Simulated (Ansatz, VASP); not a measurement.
## Cd2Se5 in VASP and in Ansatz

```
Cd Se
1.0
     4.93301    0.00000    0.00000
    -2.46651    4.27211    0.00000
     0.00000    0.00000    8.64177
Cd Se
2 5
Direct
  0.33333 0.66667 0.50000
  0.66667 0.33333 0.50000
  0.33333 0.66667 0.81586
  0.33333 0.66667 0.18414
  0.66667 0.33333 0.18414
  0.66667 0.33333 0.81586
  0.00000 0.00000 0.00000
```

Alike in both runs: functional PBE; k mesh 4 × 4 × 2; occupations gaussian, width 0.2 eV; no spin polarisation.

Ansatz relaxed the structure, and its values are those at the end. VASP's run is a single point on that final structure, the one shown.

|  | VASP | Ansatz |
| --- | --- | --- |
| version | VASP 6.6.1 | Ansatz 0.2.0 |
| potentials or method | VASP PAW PBE potentials, release 64 (Cd, Se), cutoff 500 eV | scalar-relativistic, plane waves, PAW |
| valence electrons in the cell | 54 | 120 |

Ansatz gave:

- gap on the k mesh at the Fermi level (eV): none
- pressure (GPa): 0.5
- rms of the force components (eV/Å): 0.022

Problem. Which values does VASP return?

Solution. gap on the k mesh at the Fermi level (eV): none; pressure (GPa): 0.6; rms of the force components (eV/Å): 0.011.

A gap of «none» marks a metal or a gap that the smearing closes. VASP's potentials hold 54 valence electrons a cell and Ansatz's 120, so a difference there can come from the potentials and not from the codes.

The k mesh is coarse, so the values compare programs but aren't converged.
